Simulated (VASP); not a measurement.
# GaN (F-43m) in VASP: single point with PBEsol+D3(BJ)

Aim: the single point of GaN with PBEsol+D3(BJ).

Program: VASP 6.6.1. These are calculated values, not measurements. Logs are shortened: lines on timing, memory, paths and dates and some standing lists are left out, and cuts for length are marked.

### 1 The cell of the first run

It takes space group F-43m (No. 216, cubic). The conventional cell has a = 4.507 Å, b = 4.507 Å, c = 4.507 Å, α = 90.00°, β = 90.00°, γ = 90.00°. Within 2.6 Å of Ga (site symmetry -43m) lie 4 N at 1.95 Å. Within 2.6 Å of N (site symmetry -43m) lie 4 Ga at 1.95 Å.

### 2 Single point, PBEsol+D3(BJ)

The input, INCAR:

```
SYSTEM = GaN
  PREC = Accurate
  ENCUT = 600
  EDIFF = 1E-6
  ISMEAR = 0
  SIGMA = 0.01
  LREAL = .FALSE.
  LASPH = .TRUE.
  NELM = 120
  ALGO = Normal
  ISIF = 2
  LWAVE = .FALSE.
  LCHARG = .TRUE.
  GGA = PS
  IVDW = 12
  LELF = .TRUE.
  LVHAR = .TRUE.
  NBANDS = 16
  GGA_COMPAT = .FALSE.
```

The input, KPOINTS:

```
Automatic mesh
0
G
  8 8 8
  0 0 0
```

The input, POSCAR:

```
GaN
1.0
    0.0000000000      2.2535006100      2.2535006100
    2.2535006100      0.0000000000      2.2535006100
    2.2535006100      2.2535006100      0.0000000000
Ga N
1 1
Direct
    0.0000000000      0.0000000000      0.0000000000
    0.7500000000      0.7500000000      0.7500000000
```

Potentials or basis: VASP PAW PBE potentials, release 64 (Ga_d, N).

Command:

```sh
cat potpaw_PBE.64/Ga_d/POTCAR potpaw_PBE.64/N/POTCAR > POTCAR
mpirun -np 1 vasp_std > vasp.out
```

OUTCAR:

```text
SYSTEM = GaN
   PREC = Accurate
   ENCUT = 600
   EDIFF = 1E-6
   ISMEAR = 0
   LREAL = .FALSE.
   LASPH = .TRUE.
   NELM = 120
   ISIF = 2
   GGA = PS
   IVDW = 12
 IVDW          = 12

 ion  position               nearest neighbor table
   1  0.000  0.000  0.000-   2 1.95   2 1.95   2 1.95   2 1.95
   2  0.750  0.750  0.750-   1 1.95   1 1.95   1 1.95   1 1.95

  LATTYP: Found a face centered cubic cell.
 ALAT       =     4.5070012200

  Lattice vectors:

 A1 = (   0.0000000000,   2.2535006100,   2.2535006100)
 A2 = (   2.2535006100,   0.0000000000,   2.2535006100)
 A3 = (   2.2535006100,   2.2535006100,   0.0000000000)

Analysis of symmetry for initial positions (statically):
=====================================================================
 Subroutine PRICEL returns:
 Original cell was already a primitive cell.

 Routine SETGRP: Setting up the symmetry group for a
 face centered cubic supercell.

 Subroutine GETGRP returns: Found 24 space group operations
 (whereof 24 operations were pure point group operations)
 out of a pool of 48 trial point group operations.

The static configuration has the point symmetry T_d .

Analysis of symmetry for dynamics (positions and initial velocities):
=====================================================================
 Subroutine PRICEL returns:
 Original cell was already a primitive cell.

 Routine SETGRP: Setting up the symmetry group for a
 face centered cubic supercell.

 Subroutine GETGRP returns: Found 24 space group operations
 (whereof 24 operations were pure point group operations)
 out of a pool of 48 trial point group operations.

The dynamic configuration has the point symmetry T_d .

 Subroutine INISYM returns: Found 24 space group operations
 (whereof 24 operations are pure point group operations),
 and found     1 'primitive' translations

----------------------------------------------------------------------------------------

                                     Primitive cell

  volume of cell :      22.8877

  direct lattice vectors                    reciprocal lattice vectors
     0.000000000  2.253500610  2.253500610    -0.221877020  0.221877020  0.221877020
     2.253500610  0.000000000  2.253500610     0.221877020 -0.221877020  0.221877020
     2.253500610  2.253500610  0.000000000     0.221877020  0.221877020 -0.221877020

  length of vectors
     3.186931125  3.186931125  3.186931125     0.384302272  0.384302272  0.384302272

  position of ions in fractional coordinates (direct lattice)
     0.000000000  0.000000000  0.000000000
     0.750000000  0.750000000  0.750000000

  ion indices of the primitive-cell ions
   primitive index   ion index
                 1           1
                 2           2

----------------------------------------------------------------------------------------

 KPOINTS: Automatic mesh

Automatic generation of k-mesh.
 Grid dimensions read from file:
 generate k-points for:    8    8    8

 Generating k-lattice:

  Cartesian coordinates                     Fractional coordinates (reciprocal lattice)
    -0.027734628  0.027734628  0.027734628     0.125000000  0.000000000  0.000000000
     0.027734628 -0.027734628  0.027734628     0.000000000  0.125000000  0.000000000
     0.027734628  0.027734628 -0.027734628     0.000000000  0.000000000  0.125000000

  Length of vectors
     0.048037784  0.048037784  0.048037784

  Shift w.r.t. Gamma in fractional coordinates (k-lattice)
     0.000000000  0.000000000  0.000000000

 Subroutine IBZKPT returns following result:
 ===========================================

 Found     29 irreducible k-points:

 Following reciprocal coordinates:
            Coordinates               Weight
  0.000000  0.000000  0.000000      1.000000
  0.125000  0.000000  0.000000      8.000000
  0.250000  0.000000  0.000000      8.000000
  0.375000  0.000000  0.000000      8.000000
  0.500000  0.000000  0.000000      4.000000
  0.125000  0.125000  0.000000      6.000000
[... 16 lines left out ...]
  0.500000  0.250000  0.125000     48.000000
 -0.375000  0.250000  0.125000     24.000000
 [... further k-points ...]
   k-points           NKPTS =     29   k-points in BZ     NKDIM =     29   number of bands    NBANDS=     16
   number of dos      NEDOS =    301   number of ions     NIONS =      2
   total plane-waves  NPLWV =  21952
   dimension x,y,z NGX =    28 NGY =   28 NGZ =   28
   dimension x,y,z NGXF=    56 NGYF=   56 NGZF=   56
   ions per type =               1   1
   NGX,Y,Z   is equivalent  to a cutoff of  14.61, 14.61, 14.61 a.u.
   NGXF,Y,Z  is equivalent  to a cutoff of  29.21, 29.21, 29.21 a.u.
 SYSTEM =  GaN
   PREC   = accura    normal or accurate (medium, high low for compatibility)
   ISTART =      0    job   : 0-new  1-cont  2-samecut
   ICHARG =      2    charge: 1-file 2-atom 10-const
   ISPIN  =      1    spin polarized calculation?
   LNONCOLLINEAR =      F non collinear calculations
   LSORBIT =      F    spin-orbit coupling
   LASPH  =      T    aspherical Exc in radial PAW
   ENCUT  =  600.0 eV  44.10 Ry    6.64 a.u.   6.37  6.37  6.37*2*pi/ulx,y,z
   NELM   =    120;   NELMIN=  2; NELMDL= -5     # of ELM steps
   EDIFF  = 0.1E-05   stopping-criterion for ELM
   LREAL  =      F    real-space projection
[... 7 lines left out ...]
   TEBEG  =    0.0;   TEEND  =   0.0 temperature during run
   PSTRESS=    0.0 pullay stress
   NELECT =      18.0000    total number of electrons
   NUPDOWN=      -1.0000    fix difference up-down
   EMIN   =  10.00;   EMAX   =-10.00  energy-range for DOS
   EFERMI =   0.00;   METHOD = LEGACY
   ISMEAR =     0;   SIGMA  =   0.01  broadening in eV -4-tet -1-fermi 0-gaus
   EFERMI_NEDOS =   21; number of points for ismear=-14 and -15
   IALGO  =     38    algorithm
   IMIX   =      4    mixing-type and parameters
     AMIX     =   0.40;   BMIX     =  1.00
     AMIX_MAG =   1.60;   BMIX_MAG =  1.00
  volume/ion in A,a.u.               =      11.44        77.23
  Fermi-wavevector in a.u.,A,eV,Ry     =   1.511117  2.855596 31.068543  2.283473
  Thomas-Fermi vector in A             =   2.621216
   LORBIT       =      0    0 simple, 1 ext, 2 COOP (PROOUT), +10 PAW based schemes
   GGA     = PS    functional components
   LHFCALC =     F    Hartree Fock is set to
   AEXX    =    0.0000 exact exchange contribution
   IVDW    =    12    specifies the selected vdW correction
   LEPSILON=     F    determine dielectric tensor
   LRPA    =     F    only Hartree local field effects (RPA)
 non-spin polarized calculation
 Gauss-broadening in eV      SIGMA  =   0.01
  energy-cutoff  :      600.00
  volume of cell :       22.89
 maximum number of plane-waves:       778
 NGX is ok and might be reduce to    28
   NGX = 13   NGY = 13   NGZ = 13

 number of electron      18.0000005 magnetization

 Free energy of the ion-electron system (eV)
  ---------------------------------------------------
  ext. energy  EPLUGINS =         0.00000000
  ---------------------------------------------------
  free energy    TOTEN  =       -13.12320371 eV

  energy without entropy =      -13.12320371  energy(sigma->0) =      -13.12320371

 E-fermi :   5.1910     XC(G=0): -11.9020

 val. band max:        5.1497857179   @ k =   0.0000   0.0000   0.0000
 cond. band min:       6.8325539997   @ k =   0.0000   0.0000   0.0000
 fundamental gap:      1.6827682818
 Fermi energy:         5.1909806915

 k-point     1 :       0.0000    0.0000    0.0000
  band No.  band energies     occupation
      1     -10.7828      2.00000
      2      -8.2540      2.00000
      3      -8.2540      2.00000
      4      -8.2540      2.00000
      5      -7.9289      2.00000
      6      -7.9289      2.00000
[... 8 lines left out ...]
     15      23.8411      0.00000
     16      23.8412      0.00000

 k-point     2 :       0.1250    0.0000    0.0000
  band No.  band energies     occupation
      1     -10.6103      2.00000
      2      -8.2332      2.00000
      3      -8.2332      2.00000
      4      -8.1921      2.00000
      5      -7.9307      2.00000
      6      -7.9307      2.00000
[... 8 lines left out ...]
     15      22.2735      0.00000
     16      22.2735      0.00000

 k-point     3 :       0.2500    0.0000    0.0000
  band No.  band energies     occupation
      1     -10.2225      2.00000
      2      -8.1922      2.00000
      3      -8.1922      2.00000
      4      -7.9242      2.00000
      5      -7.9242      2.00000
      6      -7.8961      2.00000
[... 8 lines left out ...]
     15      21.8893      0.00000
     16      21.8893      0.00000

 k-point     4 :       0.3750    0.0000    0.0000
  band No.  band energies     occupation
      1      -9.9265      2.00000
      2      -8.1693      2.00000
      3      -8.1693      2.00000
      4      -7.8982      2.00000
      5      -7.8982      2.00000
      6      -7.2063      2.00000
[... 8 lines left out ...]
     15      23.2999      0.00000
     16      23.2999      0.00000
[... 324 lines left out ...]
 k-point    22 :       0.3750    0.2500    0.1250
  band No.  band energies     occupation
      1      -9.9811      2.00000
      2      -8.1489      2.00000
      3      -8.1291      2.00000
      4      -8.0132      2.00000
      5      -7.9009      2.00000
      6      -7.5366      2.00000
[... 8 lines left out ...]
     15      24.1364      0.00000
     16      26.3355      0.00000

 k-point    23 :       0.5000    0.2500    0.1250
  band No.  band energies     occupation
      1      -9.7939      2.00000
      2      -8.1433      2.00000
      3      -8.0976      2.00000
      4      -7.9776      2.00000
      5      -7.8941      2.00000
      6      -6.8313      2.00000
[... 8 lines left out ...]
     15      24.2201      0.00000
     16      26.1457      0.00000

 k-point    24 :      -0.3750    0.2500    0.1250
  band No.  band energies     occupation
      1      -9.7387      2.00000
      2      -8.1491      2.00000
      3      -8.0857      2.00000
      4      -7.9501      2.00000
      5      -7.8958      2.00000
      6      -6.3627      2.00000
[... 8 lines left out ...]
     15      23.8049      0.00000
     16      26.0758      0.00000

 [... further k-points ...]

------------------------ aborting loop because EDIFF is reached ----------------------------------------

 Edisp (eV)   -0.44073

 E8    (eV) :    -0.2790

  FORCE on cell =-STRESS in cart. coord.  units (eV):
  Direction    XX          YY          ZZ          XY          YZ          ZX
  --------------------------------------------------------------------------------------
  -------------------------------------------------------------------------------------
  Total      -0.66039    -0.66039    -0.66039     0.00000     0.00000    -0.00000
  in kB     -46.22824   -46.22824   -46.22824     0.00000     0.00000    -0.00000
  external pressure =      -46.23 kB  Pullay stress =        0.00 kB

 VOLUME and BASIS-vectors are now :
 -----------------------------------------------------------------------------
  energy-cutoff  :      600.00
  volume of cell :       22.89
      direct lattice vectors                 reciprocal lattice vectors
     0.000000000  2.253500610  2.253500610    -0.221877020  0.221877020  0.221877020
     2.253500610  0.000000000  2.253500610     0.221877020 -0.221877020  0.221877020
     2.253500610  2.253500610  0.000000000     0.221877020  0.221877020 -0.221877020

 POSITION                                       TOTAL-FORCE (eV/Angst)
 -----------------------------------------------------------------------------------
      0.00000      0.00000      0.00000         0.000000      0.000000      0.000000
      3.38025      3.38025      3.38025        -0.000000     -0.000000      0.000000
 -----------------------------------------------------------------------------------
    total drift:                               -0.000000     -0.000000     -0.000000

  FREE ENERGIE OF THE ION-ELECTRON SYSTEM (eV)
  ---------------------------------------------------
  free  energy   TOTEN  =       -13.5639353981 eV

  energy  without entropy=      -13.5639353981  energy(sigma->0) =      -13.56393540
```

Run time: 9.5 s. Hardware: 1 thread of AMD EPYC 9R45 (Zen 5), shared host; peak memory 0.14 GiB.

What came out:

| Property | Result |
| --- | --- |
| Free energy | -13.5639 eV |
| Pressure | -4.6 GPa |
| Band gap on the k mesh | 1.68 eV, direct |
| Dispersion energy per atom | -0.220 eV |

Levels at points of the mesh, in eV from the valence-band top:
| k point | band 5 | band 6 | band 7 | band 8 | band 9 | band 10 | band 11 | band 12 | band 13 | band 14 |
| --- | --- | --- | --- | --- | --- | --- | --- | --- | --- | --- |
| (0.00, 0.00, 0.00) | -13.08 | -13.08 | 0.00 | 0.00 | 0.00 | 1.68 | 10.20 | 10.20 | 10.20 | 17.38 |
| (0.50, 0.00, 0.00) | -13.03 | -11.83 | -7.11 | -0.98 | -0.98 | 4.56 | 8.63 | 10.26 | 10.26 | 15.44 |
| (0.50, 0.50, 0.00) | -13.00 | -11.40 | -6.18 | -2.73 | -2.73 | 3.22 | 6.56 | 11.57 | 13.88 | 13.88 |

Caveat: three body term missing; the PAW data sets were made with another functional, which shifts forces and pressure a little. Expect the measured gap to be larger: semilocal functionals such as PBEsol lack the derivative discontinuity.
